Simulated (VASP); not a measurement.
# Pd (P6_3/mmc) in VASP: a series of runs

The runs below take Pd through single point, with LDA.

Program: VASP 6.6.1. These are calculated values, not measurements. Logs are shortened: lines on timing, memory, paths and dates and some standing lists are left out, and cuts for length are marked.

## Step 1: The cell of the first run

Symmetry: P6_3/mmc, No. 194, hexagonal system. Conventional cell: a = 2.631 Å, b = 2.631 Å, c = 4.411 Å, α = 90.00°, β = 90.00°, γ = 120.00°. Pd (site symmetry -6m2) has 12 Pd at 2.63 to 2.68 Å within 3.5 Å.

## Step 2: Single point, LDA

INCAR reads:

```
PREC = Accurate ; ENCUT = 520
EDIFF = 1E-6 ; ISMEAR = -1
SIGMA = 0.05 ; LREAL = F
LASPH = T ; NELM = 80
ALGO = Normal ; ISIF = 2
LWAVE = F ; LCHARG = F
GGA = CA ; NBANDS = 17
```

KPOINTS reads:

```
regular mesh
0
Gamma
  10 10 6
```

POSCAR reads:

```
Pd
1.0
    2.6305327352      0.0000000000      0.0000000000
   -1.3152663676      2.2781081742      0.0000000000
    0.0000000000      0.0000000000      4.4108150545
Pd
2
Direct
    0.3333333333      0.6666666667      0.2500000000
    0.6666666667      0.3333333333      0.7500000000
```

Potentials or basis: VASP PAW LDA potentials, release 64 (Pd).

Run with:

```bash
$ cat potpaw_LDA.64/Pd/POTCAR > POTCAR
$ mpirun -np 1 vasp_std > vasp.out
```

OUTCAR:

```text
PREC = Accurate
   ENCUT = 520
   EDIFF = 1E-6
   ISMEAR = -1
   LREAL = F
   LASPH = T
   NELM = 80
   ISIF = 2
   GGA = CA

 ion  position               nearest neighbor table
   1  0.333  0.667  0.250-   2 2.68   2 2.68   2 2.68   2 2.68   2 2.68   2 2.68
   2  0.667  0.333  0.750-   1 2.68   1 2.68   1 2.68   1 2.68   1 2.68   1 2.68

  LATTYP: Found a hexagonal cell.
 ALAT       =     2.6305327352
 C/A-ratio  =     1.6767763410

  Lattice vectors:

 A1 = (   2.6305327352,   0.0000000000,   0.0000000000)
 A2 = (  -1.3152663676,   2.2781081742,   0.0000000000)
 A3 = (   0.0000000000,   0.0000000000,   4.4108150545)

Analysis of symmetry for initial positions (statically):
=====================================================================
 Subroutine PRICEL returns:
 Original cell was already a primitive cell.

 Routine SETGRP: Setting up the symmetry group for a
 hexagonal supercell.

 Subroutine GETGRP returns: Found 24 space group operations
 (whereof 12 operations were pure point group operations)
 out of a pool of 24 trial point group operations.

The static configuration has the point symmetry D_3d.
 The point group associated with its full space group is D_6h.

Analysis of symmetry for dynamics (positions and initial velocities):
=====================================================================
 Subroutine PRICEL returns:
 Original cell was already a primitive cell.

 Routine SETGRP: Setting up the symmetry group for a
 hexagonal supercell.

 Subroutine GETGRP returns: Found 24 space group operations
 (whereof 12 operations were pure point group operations)
 out of a pool of 24 trial point group operations.

The dynamic configuration has the point symmetry D_3d.
 The point group associated with its full space group is D_6h.

 Subroutine INISYM returns: Found 24 space group operations
 (whereof 12 operations are pure point group operations),
 and found     1 'primitive' translations

----------------------------------------------------------------------------------------

                                     Primitive cell

  volume of cell :      26.4324

  direct lattice vectors                    reciprocal lattice vectors
     2.630532735  0.000000000  0.000000000     0.380151133  0.219480359  0.000000000
    -1.315266368  2.278108174  0.000000000     0.000000000  0.438960718  0.000000000
     0.000000000  0.000000000  4.410815055     0.000000000  0.000000000  0.226715468

  length of vectors
     2.630532735  2.630532735  4.410815055     0.438960718  0.438960718  0.226715468

  position of ions in fractional coordinates (direct lattice)
     0.333333333  0.666666667  0.250000000
     0.666666667  0.333333333  0.750000000

  ion indices of the primitive-cell ions
   primitive index   ion index
                 1           1
                 2           2

----------------------------------------------------------------------------------------

 KPOINTS: regular mesh

Automatic generation of k-mesh.
 Grid dimensions read from file:
 generate k-points for:   10   10    6

 Generating k-lattice:

  Cartesian coordinates                     Fractional coordinates (reciprocal lattice)
     0.038015113  0.021948036  0.000000000     0.100000000  0.000000000  0.000000000
     0.000000000  0.043896072  0.000000000     0.000000000  0.100000000  0.000000000
     0.000000000  0.000000000  0.037785911     0.000000000  0.000000000  0.166666667

  Length of vectors
     0.043896072  0.043896072  0.037785911

  Shift w.r.t. Gamma in fractional coordinates (k-lattice)
     0.000000000  0.000000000  0.000000000

 Subroutine IBZKPT returns following result:
 ===========================================

 Found     56 irreducible k-points:

 Following reciprocal coordinates:
            Coordinates               Weight
  0.000000  0.000000  0.000000      1.000000
  0.100000 -0.000000  0.000000      6.000000
  0.200000 -0.000000  0.000000      6.000000
  0.300000 -0.000000  0.000000      6.000000
  0.400000  0.000000  0.000000      6.000000
  0.500000  0.000000  0.000000      3.000000
[... 16 lines left out ...]
  0.300000  0.100000  0.166667     24.000000
  0.400000  0.100000  0.166667     24.000000
 [... further k-points ...]
   k-points           NKPTS =     56   k-points in BZ     NKDIM =     56   number of bands    NBANDS=     17
   number of dos      NEDOS =    301   number of ions     NIONS =      2
   total plane-waves  NPLWV =  14400
   dimension x,y,z NGX =    20 NGY =   20 NGZ =   36
   dimension x,y,z NGXF=    40 NGYF=   40 NGZF=   72
   ions per type =               2
   NGX,Y,Z   is equivalent  to a cutoff of  12.64, 12.64, 13.57 a.u.
   NGXF,Y,Z  is equivalent  to a cutoff of  25.28, 25.28, 27.14 a.u.
 SYSTEM =  unknown system
   PREC   = accura    normal or accurate (medium, high low for compatibility)
   ISTART =      0    job   : 0-new  1-cont  2-samecut
   ICHARG =      2    charge: 1-file 2-atom 10-const
   ISPIN  =      1    spin polarized calculation?
   LNONCOLLINEAR =      F non collinear calculations
   LSORBIT =      F    spin-orbit coupling
   LASPH  =      T    aspherical Exc in radial PAW
   ENCUT  =  520.0 eV  38.22 Ry    6.18 a.u.   4.89  4.89  8.20*2*pi/ulx,y,z
   NELM   =     80;   NELMIN=  2; NELMDL= -5     # of ELM steps
   EDIFF  = 0.1E-05   stopping-criterion for ELM
   LREAL  =      F    real-space projection
   EDIFFG = 0.1E-04   stopping-criterion for IOM
   NSW    =      0    number of steps for IOM
   IBRION =     -1    ionic relax: 0-MD 1-quasi-New 2-CG
   NFREE  =      0    steps in history (QN), initial steepest desc. (CG)
   ISIF   =      2    stress and relaxation
   ISYM   =      2    0-nonsym 1-usesym 2-fastsym
   POTIM  = 0.5000    time-step for ionic-motion
   TEBEG  =    0.0;   TEEND  =   0.0 temperature during run
   PSTRESS=    0.0 pullay stress
   NELECT =      20.0000    total number of electrons
   NUPDOWN=      -1.0000    fix difference up-down
   EMIN   =  10.00;   EMAX   =-10.00  energy-range for DOS
[... 5 lines left out ...]
     AMIX     =   0.40;   BMIX     =  1.00
     AMIX_MAG =   1.60;   BMIX_MAG =  1.00
  volume/ion in A,a.u.               =      13.22        89.19
  Fermi-wavevector in a.u.,A,eV,Ry     =   1.491784  2.819062 30.278659  2.225419
  Thomas-Fermi vector in A             =   2.604395
   LORBIT       =      0    0 simple, 1 ext, 2 COOP (PROOUT), +10 PAW based schemes
   GGA     = CA    functional components
   LHFCALC =     F    Hartree Fock is set to
   AEXX    =    0.0000 exact exchange contribution
   IVDW    =     0    specifies the selected vdW correction
   LEPSILON=     F    determine dielectric tensor
   LRPA    =     F    only Hartree local field effects (RPA)
 non-spin polarized calculation
  energy-cutoff  :      520.00
  volume of cell :       26.43
 maximum number of plane-waves:       732
 NGX is ok and might be reduce to    20
   NGX =  9   NGY =  9   NGZ = 17

 number of electron      20.0000007 magnetization

 Free energy of the ion-electron system (eV)
  ---------------------------------------------------
  ext. energy  EPLUGINS =         0.00000000
  ---------------------------------------------------
  free energy    TOTEN  =       -12.81497565 eV

  energy without entropy =      -12.78085432  energy(sigma->0) =      -12.79791499

 E-fermi :  11.6262     XC(G=0): -14.1935

 val. band max:       11.6063164571   @ k =   0.4000   0.0000   0.3333
 cond. band min:      11.6301777120   @ k =   0.3000  -0.0000   0.0000
 fundamental gap:      0.0238612549
 Fermi energy:        11.6262011864

 k-point     1 :       0.0000    0.0000    0.0000
  band No.  band energies     occupation
      1       3.4708      2.00000
      2       5.3080      2.00000
      3       8.0058      2.00000
      4       8.2996      2.00000
      5       8.2996      2.00000
      6       8.7231      2.00000
[... 9 lines left out ...]
     16      31.4197      0.00000
     17      35.4033      0.00000

 k-point     2 :       0.1000   -0.0000    0.0000
  band No.  band energies     occupation
      1       3.8309      2.00000
      2       5.5741      2.00000
      3       7.8092      2.00000
      4       8.4348      2.00000
      5       8.5635      2.00000
      6       8.6179      2.00000
[... 9 lines left out ...]
     16      31.4711      0.00000
     17      33.5110      0.00000

 k-point     3 :       0.2000   -0.0000    0.0000
  band No.  band energies     occupation
      1       4.7691      2.00000
      2       6.0725      2.00000
      3       7.5372      2.00000
      4       8.0098      2.00000
      5       8.2384      2.00000
      6       9.1099      2.00000
[... 9 lines left out ...]
     16      30.9632      0.00000
     17      31.5207      0.00000

 k-point     4 :       0.3000   -0.0000    0.0000
  band No.  band energies     occupation
      1       5.6320      2.00000
      2       6.0056      2.00000
      3       6.8926      2.00000
      4       7.9832      2.00000
      5       8.3415      2.00000
      6       8.7248      2.00000
[... 9 lines left out ...]
     16      28.8405      0.00000
     17      31.2062      0.00000

 k-point     5 :       0.4000    0.0000    0.0000
  band No.  band energies     occupation
      1       5.5050      2.00000
      2       5.9627      2.00000
      3       6.1880      2.00000
      4       8.4501      2.00000
      5       8.6486      2.00000
      6       8.7176      2.00000
[... 9 lines left out ...]
     16      27.0536      0.00000
     17      27.8277      0.00000

 k-point     6 :       0.5000    0.0000    0.0000
  band No.  band energies     occupation
      1       5.3611      2.00000
      2       5.9214      2.00000
      3       5.9483      2.00000
      4       8.3515      2.00000
      5       8.5348      2.00000
      6       8.9824      2.00000
[... 9 lines left out ...]
     16      25.7642      0.00000
     17      26.0758      0.00000
[... 281 lines left out ...]
 k-point    21 :       0.1000    0.1000    0.1667
  band No.  band energies     occupation
      1       4.7181      2.00000
      2       6.1025      2.00000
      3       7.5334      2.00000
      4       7.9639      2.00000
      5       8.2735      2.00000
      6       8.6958      2.00000
[... 9 lines left out ...]
     16      31.1403      0.00000
     17      31.1514      0.00000

 k-point    22 :       0.2000    0.1000    0.1667
  band No.  band energies     occupation
      1       5.6284      2.00000
      2       6.4500      2.00000
      3       7.1370      2.00000
      4       7.4705      2.00000
      5       8.0425      2.00000
      6       8.6895      2.00000
[... 9 lines left out ...]
     16      29.4694      0.00000
     17      31.1050      0.00000

 k-point    23 :       0.3000    0.1000    0.1667
  band No.  band energies     occupation
      1       5.8201      2.00000
      2       6.1055      2.00000
      3       6.8671      2.00000
      4       7.4538      2.00000
      5       8.3842      2.00000
      6       8.8768      2.00000
[... 9 lines left out ...]
     16      27.3816      0.00000
     17      29.6731      0.00000

 k-point    24 :       0.4000    0.1000    0.1667
  band No.  band energies     occupation
      1       5.6191      2.00000
      2       5.7531      2.00000
      3       6.7335      2.00000
      4       7.5331      2.00000
      5       8.2815      2.00000
      6       9.1997      2.00000
[... 9 lines left out ...]
     16      26.3381      0.00000
     17      27.8017      0.00000

 [... further k-points ...]
[... 5 lines left out ...]
  --------------------------------------------------------------------------------------
  -------------------------------------------------------------------------------------
  Total        3.3670264      3.3670264      3.3496516      0.0000000     -0.0000000      0.0000000
  in kB      204.0892870    204.0892870    203.0361271      0.0000000     -0.0000000      0.0000000
  external PRESSURE =     203.7382337 kB  Pullay stress =       0.0000000 kB

 VOLUME and BASIS-vectors are now :
 -----------------------------------------------------------------------------
  energy-cutoff  :      520.00
  volume of cell :       26.43
      direct lattice vectors                 reciprocal lattice vectors
     2.630532735  0.000000000  0.000000000     0.380151133  0.219480359  0.000000000
    -1.315266368  2.278108174  0.000000000     0.000000000  0.438960718  0.000000000
     0.000000000  0.000000000  4.410815055     0.000000000  0.000000000  0.226715468

 POSITION                                       TOTAL-FORCE (eV/Angst)
 -----------------------------------------------------------------------------------
     -0.00000      1.51874      1.10270         0.000000      0.000000      0.000000
      1.31527      0.75937      3.30811        -0.000000      0.000000      0.000000
 -----------------------------------------------------------------------------------
    total drift:                               -0.000000      0.000000     -0.000000

  FREE ENERGIE OF THE ION-ELECTRON SYSTEM (eV)
  ---------------------------------------------------
  free  energy   TOTEN  =       -12.8149756492 eV

  energy  without entropy=      -12.7808543242  energy(sigma->0) =      -12.79791499
```

Wall time 7.5 s (1 thread of Intel Xeon 6975P-C (Granite Rapids), shared host); peak memory 0.14 GiB.

Results:

```yaml
Free_energy: -12.8150 eV
Pressure: 20.4 GPa
Band_gap_on_the_k_mesh: zero (band 10 reaches 11.92 eV, above the bottom of band 11 at 10.80 eV)
```

Stress tensor (GPa, compression positive):
```
20.41  0.00  0.00
 0.00 20.41  0.00
 0.00  0.00 20.30
```

[end of part 1 of 2]
